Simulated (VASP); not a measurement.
# Ba (Im-3m) in VASP: notebook, part 2 of 2

VASP 6.6.1.

### 3 Single point, PBE (strained)

Contents of INCAR:

```
ALGO     = Fast           # electronic algorithm
EDIFF    = 1E-6           # SCF threshold, eV
ENCUT    = 520            # plane-wave cutoff, eV
GGA      = PE             # functional
ISIF     = 2              # what is computed and relaxed
ISMEAR   = 0              # smearing method
LASPH    = T              # aspherical terms in the spheres
LCHARG   = F              # write CHGCAR
LREAL    = F              # projectors in reciprocal space
LWAVE    = F              # write WAVECAR
NBANDS   = 11             # bands
NELM     = 100            # most SCF steps
PREC     = Accurate       # precision mode
SIGMA    = 0.1            # smearing width, eV
```

Contents of KPOINTS:

```
k-points
0
Gamma
  12 12 12
```

Contents of POSCAR:

```
Ba
1.0
   -2.4589000000      2.4589000000      2.4589000000
    2.4589000000     -2.4589000000      2.4589000000
    2.4589000000      2.4589000000     -2.4589000000
Ba
1
Direct
    0.0000000000      0.0000000000      0.0000000000
```

Potentials or basis: VASP PAW PBE potentials, release 64 (Ba_sv).

Started as:

```bash
$ cat potpaw_PBE.64/Ba_sv/POTCAR > POTCAR
$ mpirun -np 1 vasp_std > vasp.out
```

OUTCAR:

```text
EDIFF = 1E-6
   ENCUT = 520
   GGA = PE
   ISIF = 2
   ISMEAR = 0
   LASPH = T
   LREAL = F
   NELM = 100
   PREC = Accurate

 ion  position               nearest neighbor table
   1  0.000  0.000  0.000-

  LATTYP: Found a body centered cubic cell.
 ALAT       =     4.9178000000

  Lattice vectors:

 A1 = (  -2.4589000000,   2.4589000000,   2.4589000000)
 A2 = (   2.4589000000,  -2.4589000000,   2.4589000000)
 A3 = (   2.4589000000,   2.4589000000,  -2.4589000000)

Analysis of symmetry for initial positions (statically):
[... 514 lines left out ...]

 [... further k-points ...]

------------------------ aborting loop because EDIFF is reached ----------------------------------------

  FORCE on cell =-STRESS in cart. coord.  units (eV):
  Direction    XX          YY          ZZ          XY          YZ          ZX
  --------------------------------------------------------------------------------------
  -------------------------------------------------------------------------------------
  Total        0.2382332      0.2382332      0.2382332      0.0000000      0.0000000      0.0000000
  in kB        6.4184511      6.4184511      6.4184511      0.0000000      0.0000000      0.0000000
  external PRESSURE =       6.4184511 kB  Pullay stress =       0.0000000 kB

 VOLUME and BASIS-vectors are now :
 -----------------------------------------------------------------------------
  energy-cutoff  :      520.00
  volume of cell :       59.47
      direct lattice vectors                 reciprocal lattice vectors
    -2.458900000  2.458900000  2.458900000     0.000000000  0.203342958  0.203342958
     2.458900000 -2.458900000  2.458900000     0.203342958  0.000000000  0.203342958
     2.458900000  2.458900000 -2.458900000     0.203342958  0.203342958  0.000000000

 POSITION                                       TOTAL-FORCE (eV/Angst)
 -----------------------------------------------------------------------------------
      0.00000      0.00000      0.00000         0.000000      0.000000     -0.000000
 -----------------------------------------------------------------------------------
    total drift:                               -0.000000      0.000000      0.000000

  FREE ENERGIE OF THE ION-ELECTRON SYSTEM (eV)
  ---------------------------------------------------
  free  energy   TOTEN  =        -1.9028810427 eV

  energy  without entropy=       -1.8965292003  energy(sigma->0) =       -1.89970512
```

OSZICAR:

```text
N       E                     dE             d eps       ncg     rms          rms(c)
DAV:   1     0.542893468144E+02    0.54289E+02   -0.41555E+03  1584   0.747E+02
DAV:   2     0.747325975124E+00   -0.53542E+02   -0.51897E+02  1916   0.137E+02
DAV:   3    -0.181737555013E+01   -0.25647E+01   -0.25429E+01  2007   0.307E+01
DAV:   4    -0.190133239818E+01   -0.83957E-01   -0.83797E-01  2054   0.505E+00
DAV:   5    -0.190401676476E+01   -0.26844E-02   -0.26840E-02  2121   0.681E-01    0.174E+00
RMM:   6    -0.190270124694E+01    0.13155E-02   -0.30404E-03  1678   0.564E-01    0.104E+00
RMM:   7    -0.190255665097E+01    0.14460E-03   -0.85124E-03  1873   0.101E+00    0.451E-02
RMM:   8    -0.190284473615E+01   -0.28809E-03   -0.11699E-03  2144   0.214E-01    0.152E-02
RMM:   9    -0.190287648447E+01   -0.31748E-04   -0.19986E-04  2317   0.635E-02    0.969E-03
RMM:  10    -0.190288165660E+01   -0.51721E-05   -0.35291E-05  2255   0.408E-02    0.759E-03
RMM:  11    -0.190288104266E+01    0.61394E-06   -0.97166E-06  2232   0.174E-02
   1 F= -.19028810E+01 E0= -.18997051E+01  d E =-.635184E-02
```

Run time: 13 s. Hardware: 1 thread of Intel Xeon Platinum 8481C at 2.70GHz (Sapphire Rapids), shared host; peak memory 0.2 GiB.

What came out:

- Free energy: -1.9029 eV
- Pressure: 0.6 GPa
- Band gap on the k mesh: zero (bands 5 and 6 overlap by 1.20 eV)

Caveat: the cell differs from its parent crystal (strained); spin-orbit coupling is left out, which moves the levels of the heavy elements.

### 4 Single point, PBE (strained)

Contents of INCAR:

```
PREC     = Accurate       # precision mode
ENCUT    = 520            # plane-wave cutoff, eV
EDIFF    = 1E-6           # SCF threshold, eV
ISMEAR   = 0              # smearing method
SIGMA    = 0.1            # smearing width, eV
LREAL    = F              # projectors in reciprocal space
LASPH    = T              # aspherical terms in the spheres
NELM     = 80             # most SCF steps
ALGO     = Fast           # electronic algorithm
ISIF     = 2              # what is computed and relaxed
LWAVE    = F              # write WAVECAR
LCHARG   = F              # write CHGCAR
GGA      = PE             # functional
NBANDS   = 11             # bands
```

Contents of KPOINTS:

```
regular mesh
0
Gamma
  12 12 12
```

Contents of POSCAR:

```
Ba
1.0
   -2.4671750000      2.4671750000      2.4671750000
    2.4671750000     -2.4671750000      2.4671750000
    2.4671750000      2.4671750000     -2.4671750000
Ba
1
Direct
    0.0000000000      0.0000000000      0.0000000000
```

Potentials or basis: VASP PAW PBE potentials, release 64 (Ba_sv).

Started as:

```bash
$ cat potpaw_PBE.64/Ba_sv/POTCAR > POTCAR
$ mpirun -np 1 vasp_std > vasp.out
```

OUTCAR:

```text
PREC = Accurate
   ENCUT = 520
   EDIFF = 1E-6
   ISMEAR = 0
   LREAL = F
   LASPH = T
   NELM = 80
   ISIF = 2
   GGA = PE

 ion  position               nearest neighbor table
   1  0.000  0.000  0.000-

  LATTYP: Found a body centered cubic cell.
 ALAT       =     4.9343500000

  Lattice vectors:

 A1 = (  -2.4671750000,   2.4671750000,   2.4671750000)
 A2 = (   2.4671750000,  -2.4671750000,   2.4671750000)
[... 516 lines left out ...]
      9       5.7758      0.00000
     10       7.5696      0.00000
     11       7.7984      0.00000

 [... further k-points ...]

------------------------ aborting loop because EDIFF is reached ----------------------------------------

  FORCE on cell =-STRESS in cart. coord.  units (eV):
  Direction    XX          YY          ZZ          XY          YZ          ZX
  --------------------------------------------------------------------------------------
  -------------------------------------------------------------------------------------
  Total        0.2004655      0.2004655      0.2004655      0.0000000      0.0000000     -0.0000000
  in kB        5.3467573      5.3467573      5.3467573      0.0000000      0.0000000     -0.0000000
  external PRESSURE =       5.3467573 kB  Pullay stress =       0.0000000 kB

 VOLUME and BASIS-vectors are now :
 -----------------------------------------------------------------------------
  energy-cutoff  :      520.00
  volume of cell :       60.07
      direct lattice vectors                 reciprocal lattice vectors
    -2.467175000  2.467175000  2.467175000     0.000000000  0.202660938  0.202660938
     2.467175000 -2.467175000  2.467175000     0.202660938  0.000000000  0.202660938
     2.467175000  2.467175000 -2.467175000     0.202660938  0.202660938  0.000000000

 POSITION                                       TOTAL-FORCE (eV/Angst)
 -----------------------------------------------------------------------------------
      0.00000      0.00000      0.00000         0.000000      0.000000      0.000000
 -----------------------------------------------------------------------------------
    total drift:                               -0.000000      0.000000     -0.000000

  FREE ENERGIE OF THE ION-ELECTRON SYSTEM (eV)
  ---------------------------------------------------
  free  energy   TOTEN  =        -1.9051072293 eV

  energy  without entropy=       -1.8987252741  energy(sigma->0) =       -1.90191625
```

stdout:

```text
POSCAR found type information on POSCAR Ba
 POSCAR found :  1 types and       1 ions
 scaLAPACK will be used
 LDA part: xc-table for (Slater+PW92), standard interpolation
 POSCAR, INCAR and KPOINTS ok, starting setup
 FFT: planning ... GRIDC
 FFT: planning ... GRID_SOFT
 FFT: planning ... GRID
 WAVECAR not read
 entering main loop
```

It took 12 s on 1 thread of Intel Xeon Platinum 8481C at 2.70GHz (Sapphire Rapids), shared host; peak memory 0.2 GiB.

Results:

```yaml
Free_energy: -1.9051 eV
Pressure: 0.5 GPa
Band_gap_on_the_k_mesh: zero (bands 5 and 6 overlap by 1.18 eV)
```

Caveat: the cell differs from its parent crystal (strained); spin-orbit coupling is left out, which moves the levels of the heavy elements.

### 5 Single point, PBE

This run uses another cell than the first one, of 62.50 Å³/atom.

Contents of INCAR:

```
SYSTEM = Ba
ALGO = Fast ; EDIFF = 1E-7
ENCUT = 520 ; GGA = PE
ISIF = 2 ; ISMEAR = 0
LASPH = .True. ; LCHARG = .True.
LELF = .True. ; LREAL = .False.
LVHAR = .True. ; LWAVE = .False.
NBANDS = 11 ; NELM = 80
PREC = Accurate ; SIGMA = 0.1
```

Contents of KPOINTS:

```
k-points
0
Gamma
  12 12 12
  0 0 0
```

Contents of POSCAR:

```
Ba
1.0
   -2.5000000000      2.5000000000      2.5000000000
    2.5000000000     -2.5000000000      2.5000000000
    2.5000000000      2.5000000000     -2.5000000000
Ba
1
Direct
    0.0000000000      0.0000000000      0.0000000000
```

Started as:

```bash
$ cat potpaw_PBE.64/Ba_sv/POTCAR > POTCAR
$ mpirun -np 1 vasp_std > vasp.out
```

It took 16 s on 1 thread of Intel Xeon Platinum 8481C at 2.70GHz (Sapphire Rapids), shared host; peak memory 0.2 GiB.

Results (log left out):

```yaml
Free_energy: -1.9104 eV
Pressure: 0.2 GPa
Band_gap_on_the_k_mesh: zero (bands 5 and 6 overlap by 1.08 eV)
```

Levels at points of the mesh, in eV from the Fermi level:
```
           k point  band 2  band 3  band 4  band 5  band 6  band 7  band 8  band 9
(0.00, 0.00, 0.00)  -13.81  -13.81  -13.81   -2.75    1.84    1.84    1.84    3.25
(0.50, 0.00, 0.00)  -14.29  -13.97  -13.82   -0.89    0.69    1.28    3.23    3.81
(0.50, 0.50, 0.50)  -14.14  -14.14  -14.14   -0.55   -0.55    4.40    4.40    4.40
```

Caveat: spin-orbit coupling is left out, which moves the levels of the heavy elements.

### 6 Single point, PBE (strained)

Contents of INCAR:

```
PREC = Accurate ; ENCUT = 520
EDIFF = 1E-6 ; ISMEAR = 0
SIGMA = 0.1 ; LREAL = F
LASPH = T ; NELM = 80
ALGO = Fast ; ISIF = 2
LWAVE = F ; LCHARG = T
GGA = PE ; LELF = T
LVHAR = T ; NBANDS = 11
```

Contents of KPOINTS:

```
Automatic mesh
0
Gamma
  12 12 12
```

Contents of POSCAR:

```
Ba
1.0
   -2.5213000000      2.5213000000      2.5213000000
    2.5213000000     -2.5213000000      2.5213000000
    2.5213000000      2.5213000000     -2.5213000000
Ba
1
Direct
    0.0000000000      0.0000000000      0.0000000000
```

Potentials or basis: VASP PAW PBE potentials, release 64 (Ba_sv).

Started as:

```bash
$ cat potpaw_PBE.64/Ba_sv/POTCAR > POTCAR
$ mpirun -np 1 vasp_std > vasp.out
```

Run time: 13 s. Hardware: 1 thread of Intel Xeon Platinum 8481C at 2.70GHz (Sapphire Rapids), shared host; peak memory 0.2 GiB.

It converged, with:

```yaml
Free_energy: -1.9109 eV
Pressure: -0.1 GPa
Band_gap_on_the_k_mesh: zero (bands 5 and 6 overlap by 1.03 eV)
```

Levels at points of the mesh, in eV from the Fermi level:
```tsv
k point	band 2	band 3	band 4	band 5	band 6	band 7	band 8	band 9
(0.00, 0.00, 0.00)	-13.87	-13.87	-13.87	-2.74	1.81	1.81	1.81	3.19
(0.50, 0.00, 0.00)	-14.30	-14.01	-13.87	-0.88	0.70	1.20	3.15	3.73
(0.50, 0.50, 0.50)	-14.17	-14.17	-14.17	-0.52	-0.52	4.28	4.28	4.28
```

Caveat: the cell differs from its parent crystal (strained); spin-orbit coupling is left out, which moves the levels of the heavy elements.

### 7 Overview

```csv
cell,further INCAR settings,gap on the mesh (eV),pressure (GPa)
"a = 4.159 Å, angles 109.5°, 1 atom",ALGO = Fast; EDIFF = 1e-07; NBANDS = 11,none,1.5
"a = 4.259 Å, angles 109.5°, 1 atom",ALGO = Fast; EDIFF = 1e-06; NBANDS = 11,none,0.6
"a = 4.273 Å, angles 109.5°, 1 atom",ALGO = Fast; EDIFF = 1e-06; NBANDS = 11,none,0.5
"a = 4.330 Å, angles 109.5°, 1 atom",ALGO = Fast; EDIFF = 1e-07; NBANDS = 11,none,0.2
"a = 4.367 Å, angles 109.5°, 1 atom",ALGO = Fast; EDIFF = 1e-06; NBANDS = 11,none,-0.1
```

Alike in all rows: task single point; level PBE; potentials or basis VASP PAW PBE potentials, release 64 (Ba_sv); no spin polarisation; k mesh 12 × 12 × 12; cutoff (eV) 520; smearing gaussian 0.1 eV.

Caveats: spin-orbit coupling is left out, which moves the levels of the heavy elements.

Absolute energies hang on the potentials; compare differences alone.
